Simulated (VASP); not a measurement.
A run of VASP 6.6.1 is set up as follows.

File INCAR:

```
SYSTEM = Pt
PREC     = Accurate       ! precision mode
ENCUT    = 520            ! plane-wave cutoff, eV
EDIFF    = 1E-6           ! SCF threshold, eV
ISMEAR   = 0              ! smearing method
SIGMA    = 0.15           ! smearing width, eV
LREAL    = .False.        ! projectors in reciprocal space
LASPH    = .True.         ! aspherical terms in the spheres
NELM     = 60             ! most SCF steps
ALGO     = Fast           ! electronic algorithm
ISIF     = 2              ! what is computed and relaxed
LWAVE    = .False.        ! write WAVECAR
LCHARG   = .False.        ! write CHGCAR
GGA      = CA             ! functional
NBANDS   = 11             ! bands
```

The input KPOINTS:

```
Automatic mesh
0
Gamma
  20 20 20
  0 0 0
```

File POSCAR:

```
Pt
1.0
    0.0000000000      1.9468328700      2.0831111709
    2.0539086778      0.0000000000      2.0831111709
    2.0539086778      1.9468328700      0.0000000000
Pt
1
Direct
    0.0000000000      0.0000000000      0.0000000000
```

Potentials or basis: VASP PAW LDA potentials, release 64 (Pt).

Run with:

```bash
$ cat potpaw_LDA.64/Pt/POTCAR > POTCAR
$ mpirun -np 1 vasp_std > vasp.out
```

Question: Estimate the pressure.

Answer: -26.0 GPa.

Question: What does it give for the band gap on the k mesh?

Answer: Zero (bands 5 and 6 overlap by 2.09 eV).

Stress tensor (GPa, compression positive):
```
-26.33   0.00   0.00
  0.00 -24.08   0.00
  0.00   0.00 -27.62
```

Caveat: the cell differs from its parent crystal (normal strain along x +0.0550, normal strain along z +0.0700); the cell stands under tension; spin-orbit coupling is left out, which moves the levels of the heavy elements.
